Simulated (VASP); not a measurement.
# Ta4NiO11 (P-31m) in VASP: single point with PBE

Aim: the single point of Ta4NiO11 with PBE.

Everything below comes from runs of VASP 6.6.1. Logs are shortened: lines on timing, memory, paths and dates and some standing lists are left out, and cuts for length are marked.

## 1. The cell of the first run

It takes space group P-31m (No. 162, trigonal). The conventional cell has a = 5.609 Å, b = 5.609 Å, c = 8.149 Å, α = 90.00°, β = 90.00°, γ = 120.00°. Ta (site symmetry 32) has 2 O at 1.85 Å within 2.5 Å. Within 2.7 Å of Ta (site symmetry 32) lie 8 O at 2.06 to 2.23 Å. Ni (site symmetry -3m) has 6 Ta at 3.24 Å and 20 O at 3.73 to 4.07 Å within 4.3 Å. O (site symmetry 3) has 2 Ta at 1.85 to 2.23 Å and 3 O at 2.40 Å within 2.5 Å. Within 2.6 Å of O (site symmetry m) lie 6 O at 1.95 to 2.54 Å and 2 Ta at 2.06 Å. O (site symmetry -3m) has 6 O at 1.95 Å within 2.6 Å.

The cell was generated, and may not be a known phase.

## 2. Single point, PBE, collinear spin, ferromagnetic start

The input, INCAR:

```
  PREC = Accurate
  ENCUT = 520
  EDIFF = 1E-7
  ISMEAR = 0
  SIGMA = 0.15
  LREAL = Auto
  LASPH = T
  NELM = 150
  ALGO = Normal
  ISIF = 2
  LWAVE = F
  LCHARG = F
  ISPIN = 2
  MAGMOM = 0 0 0 0 2 0 0 0 0 0 0 0 0 0 0 0
  LORBIT = 11
  LMAXMIX = 4
  GGA = PE
  NBANDS = 78
```

The input, KPOINTS:

```
Automatic mesh
0
Gamma
  3 3 2
```

The input, POSCAR:

```
Ta4NiO11
1.0
    5.6087670354      0.0000000028      0.0000000000
   -2.8043835201      4.8573347352      0.0000000000
    0.0000000000      0.0000000000      8.1487894179
Ta Ni O
4 1 11
Direct
    0.3333333333      0.6666666667      0.5000000000
    0.6666666667      0.3333333333      0.5000000000
    0.3333333333      0.6666666667      0.0000000000
    0.6666666667      0.3333333333      0.0000000000
    0.0000000000      0.0000000000      0.5000000000
    0.3333333333      0.6666666667      0.7269196051
    0.3333333333      0.6666666667      0.2730803949
    0.6666666667      0.3333333333      0.2730803949
    0.6666666667      0.3333333333      0.7269196051
    0.3193406609      0.0000000000      0.9061926080
    0.0000000000      0.3193406609      0.9061926080
    0.6806593391      0.6806593391      0.9061926080
    0.0000000000      0.6806593391      0.0938073920
    0.6806593391      0.0000000000      0.0938073920
    0.3193406609      0.3193406609      0.0938073920
    0.0000000000      0.0000000000      0.0000000000
```

Potentials or basis: VASP PAW PBE potentials, release 64 (Ta_pv, Ni, O).

Started as:

```
$ cat potpaw_PBE.64/Ta_pv/POTCAR potpaw_PBE.64/Ni/POTCAR potpaw_PBE.64/O/POTCAR > POTCAR
$ mpirun -np 1 vasp_std > vasp.out
```

OUTCAR:

```text
PREC = Accurate
   ENCUT = 520
   EDIFF = 1E-7
   ISMEAR = 0
   LREAL = Auto
   LASPH = T
   NELM = 150
   ISIF = 2
   ISPIN = 2
   LORBIT = 11
   GGA = PE

 ion  position               nearest neighbor table
   1  0.333  0.667  0.500-   6 1.85   7 1.85   5 3.24   2 3.24   2 3.24   5 3.24   5 3.24   2 3.24

   2  0.667  0.333  0.500-   8 1.85   9 1.85   5 3.24   1 3.24   1 3.24   5 3.24   5 3.24   1 3.24

   3  0.333  0.667  0.000-  13 2.06  10 2.06  14 2.06  11 2.06  12 2.06  15 2.06   6 2.23   7 2.23
                             4 3.24   4 3.24   4 3.24
   4  0.667  0.333  0.000-  11 2.06  14 2.06  10 2.06  13 2.06  15 2.06  12 2.06   8 2.23   9 2.23
                             3 3.24   3 3.24   3 3.24
   5  0.000  0.000  0.500-   1 3.24   2 3.24   2 3.24   1 3.24   2 3.24   1 3.24
   6  0.333  0.667  0.727-   1 1.85   3 2.23
   7  0.333  0.667  0.273-   1 1.85   3 2.23
   8  0.667  0.333  0.273-   2 1.85   4 2.23
   9  0.667  0.333  0.727-   2 1.85   4 2.23
  10  0.319  0.000  0.906-  16 1.95   3 2.06   4 2.06
  11  0.000  0.319  0.906-  16 1.95   4 2.06   3 2.06
  12  0.681  0.681  0.906-  16 1.95   3 2.06   4 2.06
  13  0.000  0.681  0.094-  16 1.95   3 2.06   4 2.06
  14  0.681  0.000  0.094-  16 1.95   4 2.06   3 2.06
  15  0.319  0.319  0.094-  16 1.95   4 2.06   3 2.06
  16  0.000  0.000  0.000-  10 1.95  14 1.95  13 1.95  11 1.95  12 1.95  15 1.95

  LATTYP: Found a hexagonal cell.
 ALAT       =     5.6087670354
 C/A-ratio  =     1.4528664440

  Lattice vectors:

 A1 = (   5.6087670354,   0.0000000028,   0.0000000000)
 A2 = (  -2.8043835201,   4.8573347352,   0.0000000000)
 A3 = (   0.0000000000,   0.0000000000,   8.1487894179)

Analysis of symmetry for initial positions (statically):
=====================================================================
 Subroutine PRICEL returns:
 Original cell was already a primitive cell.

 Routine SETGRP: Setting up the symmetry group for a
 hexagonal supercell.

 Subroutine GETGRP returns: Found 12 space group operations
 (whereof 12 operations were pure point group operations)
 out of a pool of 24 trial point group operations.

The static configuration has the point symmetry D_3d.

Analysis of symmetry for dynamics (positions and initial velocities):
=====================================================================
 Subroutine PRICEL returns:
 Original cell was already a primitive cell.

 Routine SETGRP: Setting up the symmetry group for a
 hexagonal supercell.

 Subroutine GETGRP returns: Found 12 space group operations
 (whereof 12 operations were pure point group operations)
 out of a pool of 24 trial point group operations.

The dynamic configuration has the point symmetry D_3d.

Analysis of structural, dynamic, and magnetic symmetry:
=====================================================================
 Subroutine PRICEL returns:
 Original cell was already a primitive cell.

 Routine SETGRP: Setting up the symmetry group for a
 hexagonal supercell.

 Subroutine GETGRP returns: Found 12 space group operations
 (whereof 12 operations were pure point group operations)
 out of a pool of 24 trial point group operations.

The overall configuration has the point symmetry D_3d.

 Subroutine INISYM returns: Found 12 space group operations
 (whereof 12 operations are pure point group operations),
 and found     1 'primitive' translations

----------------------------------------------------------------------------------------

                                     Primitive cell

  volume of cell :     222.0028

  direct lattice vectors                    reciprocal lattice vectors
     5.608767035  0.000000003  0.000000000     0.178292304  0.102937110  0.000000000
    -2.804383520  4.857334735  0.000000000    -0.000000000  0.205874220  0.000000000
     0.000000000  0.000000000  8.148789418     0.000000000  0.000000000  0.122717615

  length of vectors
     5.608767035  5.608767035  8.148789418     0.205874220  0.205874220  0.122717615

  position of ions in fractional coordinates (direct lattice)
     0.333333333  0.666666667  0.500000000
     0.666666667  0.333333333  0.500000000
     0.333333333  0.666666667  0.000000000
     0.666666667  0.333333333  0.000000000
     0.000000000  0.000000000  0.500000000
     0.333333333  0.666666667  0.726919605
[... 70 lines left out ...]
   NGX,Y,Z   is equivalent  to a cutoff of  12.45, 12.45, 13.06 a.u.
   NGXF,Y,Z  is equivalent  to a cutoff of  24.90, 24.90, 26.11 a.u.
 SYSTEM =  unknown system
   PREC   = accura    normal or accurate (medium, high low for compatibility)
   ISTART =      0    job   : 0-new  1-cont  2-samecut
   ICHARG =      2    charge: 1-file 2-atom 10-const
   ISPIN  =      2    spin polarized calculation?
   LNONCOLLINEAR =      F non collinear calculations
   LSORBIT =      F    spin-orbit coupling
   LASPH  =      T    aspherical Exc in radial PAW
   ENCUT  =  520.0 eV  38.22 Ry    6.18 a.u.  10.43 10.43 15.15*2*pi/ulx,y,z
   NELM   =    150;   NELMIN=  2; NELMDL= -5     # of ELM steps
   EDIFF  = 0.1E-06   stopping-criterion for ELM
   LREAL  =      T    real-space projection
   EDIFFG = 0.1E-05   stopping-criterion for IOM
   NSW    =      0    number of steps for IOM
   IBRION =     -1    ionic relax: 0-MD 1-quasi-New 2-CG
   NFREE  =      0    steps in history (QN), initial steepest desc. (CG)
   ISIF   =      2    stress and relaxation
   ISYM   =      2    0-nonsym 1-usesym 2-fastsym
   POTIM  = 0.5000    time-step for ionic-motion
   TEBEG  =    0.0;   TEEND  =   0.0 temperature during run
   PSTRESS=    0.0 pullay stress
   NELECT =     120.0000    total number of electrons
   NUPDOWN=      -1.0000    fix difference up-down
   EMIN   =  10.00;   EMAX   =-10.00  energy-range for DOS
   EFERMI =   0.00;   METHOD = LEGACY
   ISMEAR =     0;   SIGMA  =   0.15  broadening in eV -4-tet -1-fermi 0-gaus
   EFERMI_NEDOS =   21; number of points for ismear=-14 and -15
   IALGO  =     38    algorithm
   IMIX   =      4    mixing-type and parameters
     AMIX     =   0.40;   BMIX     =  1.00
     AMIX_MAG =   1.60;   BMIX_MAG =  1.00
  volume/ion in A,a.u.               =      13.88        93.63
  Fermi-wavevector in a.u.,A,eV,Ry     =   1.333570  2.520081 24.196714  1.778408
  Thomas-Fermi vector in A             =   2.462418
   LORBIT       =     11    0 simple, 1 ext, 2 COOP (PROOUT), +10 PAW based schemes
   GGA     = PE    functional components
   LHFCALC =     F    Hartree Fock is set to
   AEXX    =    0.0000 exact exchange contribution
   IVDW    =     0    specifies the selected vdW correction
   LEPSILON=     F    determine dielectric tensor
   LRPA    =     F    only Hartree local field effects (RPA)
 spin polarized calculation
 Gauss-broadening in eV      SIGMA  =   0.15
  energy-cutoff  :      520.00
  volume of cell :      222.00
 maximum number of plane-waves:      6000
 NGX is ok and might be reduce to    42
   NGX = 21   NGY = 21   NGZ = 31

 number of electron     120.0000023 magnetization       1.6860776

 Free energy of the ion-electron system (eV)
  ---------------------------------------------------
  ext. energy  EPLUGINS =         0.00000000
  ---------------------------------------------------
  free energy    TOTEN  =      -120.73627617 eV

  energy without entropy =     -120.64732293  energy(sigma->0) =     -120.69179955

 E-fermi :   1.8661     XC(G=0): -10.2709

 val. band max:        1.8650968831   @ k =   0.3333   0.3333   0.0000
 cond. band min:       1.9258807679   @ k =   0.3333   0.0000   0.0000
 fundamental gap:      0.0607838849
 Fermi energy:         1.8661488169

 spin component 1

 k-point     1 :       0.0000    0.0000    0.0000
  band No.  band energies     occupation
      1     -33.2887      1.00000
      2     -33.2887      1.00000
      3     -33.1456      1.00000
      4     -33.0791      1.00000
      5     -33.0478      1.00000
      6     -33.0478      1.00000
[... 439 lines left out ...]
     71       5.5180      0.00000
     72       5.5180      0.00000
 Fermi energy:         1.8661488169

 spin component 2

 k-point     1 :       0.0000    0.0000    0.0000
  band No.  band energies     occupation
      1     -33.2889      1.00000
      2     -33.2889      1.00000
      3     -33.1453      1.00000
      4     -33.0788      1.00000
      5     -33.0481      1.00000
      6     -33.0481      1.00000
[... 439 lines left out ...]
     71       5.5251      0.00000
     72       5.5251      0.00000
 [bands above 72 left out]

------------------------ aborting loop because EDIFF is reached ----------------------------------------

  FORCE on cell =-STRESS in cart. coord.  units (eV):
  Direction    XX          YY          ZZ          XY          YZ          ZX
  --------------------------------------------------------------------------------------
  -------------------------------------------------------------------------------------
  Total       -0.0145533     -0.0145533      1.8422485     -0.0000000      0.0000000     -0.0000000
  in kB       -0.1050300     -0.1050300     13.2953649     -0.0000000      0.0000000     -0.0000000
  external PRESSURE =       4.3617683 kB  Pullay stress =       0.0000000 kB

 VOLUME and BASIS-vectors are now :
 -----------------------------------------------------------------------------
  energy-cutoff  :      520.00
  volume of cell :      222.00
      direct lattice vectors                 reciprocal lattice vectors
     5.608767035  0.000000003  0.000000000     0.178292304  0.102937110  0.000000000
    -2.804383520  4.857334735  0.000000000    -0.000000000  0.205874220  0.000000000
     0.000000000  0.000000000  8.148789418     0.000000000  0.000000000  0.122717615

 POSITION                                       TOTAL-FORCE (eV/Angst)
 -----------------------------------------------------------------------------------
     -0.00000      3.23822      4.07439        -0.000000     -0.000000     -0.000000
      2.80438      1.61911      4.07439        -0.000000      0.000000     -0.000000
     -0.00000      3.23822      0.00000        -0.000000     -0.000000     -0.000000
      2.80438      1.61911      0.00000        -0.000000      0.000000     -0.000000
      0.00000      0.00000      4.07439        -0.000000      0.000000     -0.000000
     -0.00000      3.23822      5.92351        -0.000000     -0.000000      0.196439
[... 8 lines left out ...]
      0.89555      1.55114      0.76442        -0.028704     -0.049717      0.025213
      0.00000      0.00000      0.00000        -0.000000      0.000000     -0.000000
 -----------------------------------------------------------------------------------
    total drift:                               -0.000000      0.000000     -0.000000

  FREE ENERGIE OF THE ION-ELECTRON SYSTEM (eV)
  ---------------------------------------------------
  free  energy   TOTEN  =      -120.7362761711 eV

  energy  without entropy=     -120.6473229321  energy(sigma->0) =     -120.69179955

 total charge

# of ion       s       p       d       tot
------------------------------------------
    1        0.360   6.226   2.203   8.789
    2        0.360   6.226   2.203   8.789
    3        0.320   6.309   2.025   8.654
    4        0.320   6.309   2.025   8.654
    5        0.373   0.104   8.241   8.718
    6        1.589   3.404   0.000   4.993
[... 8 lines left out ...]
   15        1.602   3.348   0.000   4.950
   16        1.687   2.838   0.000   4.525
--------------------------------------------------
tot         19.392  61.716  16.697  97.804

 magnetization (x)

# of ion       s       p       d       tot
------------------------------------------
    1        0.006   0.003   0.192   0.201
    2        0.006   0.003   0.192   0.201
    3       -0.000  -0.000  -0.000  -0.000
    4       -0.000  -0.000  -0.000  -0.000
    5        0.030   0.010   1.002   1.042
    6       -0.000  -0.005   0.000  -0.005
[... 8 lines left out ...]
   15       -0.000   0.004   0.000   0.004
   16       -0.000  -0.009   0.000  -0.009
--------------------------------------------------
tot          0.041   0.009   1.386   1.436
```

It took 17 min on 1 thread of Intel Xeon Platinum 8259CL at 2.50GHz (Skylake/Cascade Lake), shared host; peak memory 0.48 GiB.

Results:

```yaml
Free_energy: -120.7363 eV
Pressure: 0.4 GPa
Largest_force: 0.196 eV/Å
Net_moment: 1.69 μB per cell
Site_moments: Ta +0.20, -0.00 (each value once); Ni +1.04; O -0.01, +0.00 (each value once) μB
Valence_electrons_inside_the_program's_atomic_spheres: Ta 8.79, 8.65 (each value once); Ni 8.72; O 4.99, 4.95, 4.53 (each value once)
```

Forces in eV/Å, atoms in the order of the input:
```
Ta   0.000  0.000  0.000
Ta   0.000  0.000  0.000
Ta   0.000  0.000  0.000
Ta   0.000  0.000  0.000
Ni   0.000  0.000  0.000
O    0.000  0.000  0.196
O    0.000  0.000 -0.196
O    0.000  0.000 -0.196
O    0.000  0.000  0.196
O   -0.057  0.000 -0.025
O    0.029 -0.050 -0.025
O    0.029  0.050 -0.025
O   -0.029  0.050  0.025
O    0.057  0.000  0.025
O   -0.029 -0.050  0.025
O    0.000  0.000  0.000
```

Caveat: the k points lie up to 0.43 Å⁻¹ apart; spin-orbit coupling is left out, which moves the levels of the heavy elements; a cell with one magnetic atom can't hold antiferromagnetic order, which such compounds often take; semilocal functionals often make such compounds metallic where correlation or magnetic order opens a gap, which also shifts bond lengths.
